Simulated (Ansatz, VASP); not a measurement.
## Two plane-wave programs on Hg

```xyz
1
Lattice="1.7463 1.0082 2.1479 -1.7463 1.0082 2.1479 0.0000 -2.0165 2.1479" Properties=species:S:1:pos:R:3 pbc="T T T"
Hg   -1.7463    1.0082    2.1479
```

Alike in both runs: task single point; functional LDA; k mesh 6 × 6 × 6; occupations fermi-dirac, width 0.1 eV; no spin polarisation.

|  | VASP | Ansatz |
| --- | --- | --- |
| version | VASP 6.6.1 | Ansatz 0.2.0 |
| potentials or method | VASP PAW LDA potentials, release 64 (Hg_sv_GW), cutoff 500 eV | plane waves (420 eV) with PAW, scalar-relativistic |
| valence electrons in the cell | 20 | 20 |

|  | VASP | Ansatz | Ansatz less VASP |
| --- | --- | --- | --- |
| pressure (GPa) | -1.4 | -0.3 | +1.16 |
| traceless stress, the component that is largest in VASP (GPa) | 0.83 | 0.63 | -0.202 |

Ansatz warns that its potentials were made for another functional, while VASP's fit it. LDA's correlation is that of Perdew and Zunger in VASP and of Perdew and Wang (1992) in Ansatz.

The k mesh is coarse, so the values compare programs but aren't converged. Neither program's run includes spin-orbit coupling.
